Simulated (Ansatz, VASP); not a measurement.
TiO2: VASP beside Ansatz

Contents of INCAR:

```
ALGO = Normal
EDIFF = 1E-7
ENCUT = 520
GGA = PE
ISIF = 2
ISMEAR = 0
LASPH = True
LCHARG = False
LDAU = True
LDAUJ = 0 0
LDAUL = 2 -1
LDAUPRINT = 1
LDAUTYPE = 2
LDAUU = 4 0
LMAXMIX = 4
LREAL = False
LWAVE = False
NBANDS = 33
NELM = 150
PREC = Accurate
SIGMA = 0.02
```

The input KPOINTS:

```
k-points
0
Gamma
  6 6 10
```

Contents of POSCAR:

```
TiO2
1.0
    4.6173002344      0.0000000000      0.0000000000
    0.0000000000      4.6173002344      0.0000000000
    0.0000000000      0.0000000000      3.0512043906
Ti O
2 4
Direct
    0.5000000000      0.5000000000      0.0000000000
    0.0000000000      0.0000000000      0.5000000000
    0.6941552738      0.6941552738      0.5000000000
    0.8058447262      0.1941552738      0.0000000000
    0.1941552738      0.8058447262      0.0000000000
    0.3058447262      0.3058447262      0.5000000000
```

Input for Ansatz:

```yaml
crystal:
  lattice:
    - [4.6173002344, 0.0, 0.0]
    - [0.0, 4.6173002344, 0.0]
    - [0.0, 0.0, 3.0512043906]
  atoms:
    - { symbol: Ti, position: [0.5, 0.5, 0.0] }
    - { symbol: Ti, position: [0.0, 0.0, 0.5] }
    - { symbol: O, position: [0.6941552738, 0.6941552738, 0.5] }
    - { symbol: O, position: [0.8058447262, 0.1941552738, 0.0] }
    - { symbol: O, position: [0.1941552738, 0.8058447262, 0.0] }
    - { symbol: O, position: [0.3058447262, 0.3058447262, 0.5] }
basis:
  ecutwfc: 420
kpoints:
  mp_grid: { grid: [6, 6, 10] }
  band_path: { path: [VBM, CBM], npoints: 2 }
hamiltonian:
  xc: pbe
  hubbard: { sites: [{ species: Ti, l: d, u_eff: 4.0 }] }
scf:
  occupations: { method: gaussian, width: 0.02 }
output:
  forces: true
  stress: true
  eigenvalues: true
checkpoint:
  read: start.run
  write: ck
  compress: false
  write_wavefunctions: false
  write_every: 100000
```

Alike in both runs: task single point; functional PBE; k mesh 6 × 6 × 10; occupations gaussian, width 0.02 eV; no spin polarisation; Hubbard terms Ti d U = 4.0 eV.

```csv
,VASP,Ansatz
version,VASP 6.6.1,Ansatz 0.2.0
potentials or method,"VASP PAW PBE potentials, release 64 (Ti_sv, O), cutoff 520 eV","scalar-relativistic, plane waves, PAW"
valence electrons in the cell,48,48
```

VASP gave:

| Property | Result |
| --- | --- |
| gap on the k mesh at the Fermi level (eV) | 2.28 |
| least direct gap on the mesh (eV) | 2.28 |
| pressure (GPa) | 2.1 |
| traceless stress, the component that is largest in VASP (GPa) | -3.11 |
| rms of the force components (eV/Å) | 0.056 |

**Question.** What did Ansatz give for the same quantities?

**Answer.** gap on the k mesh at the Fermi level (eV): 2.26; least direct gap on the mesh (eV): 2.28; pressure (GPa): -1.7; traceless stress, the component that is largest in VASP (GPa): -3.42; rms of the force components (eV/Å): 0.000.

The programs project onto different local orbitals, so the same U acts differently, and such runs can settle in different states. Atom by atom the forces differ by 0.057 eV/Å (rms over components).
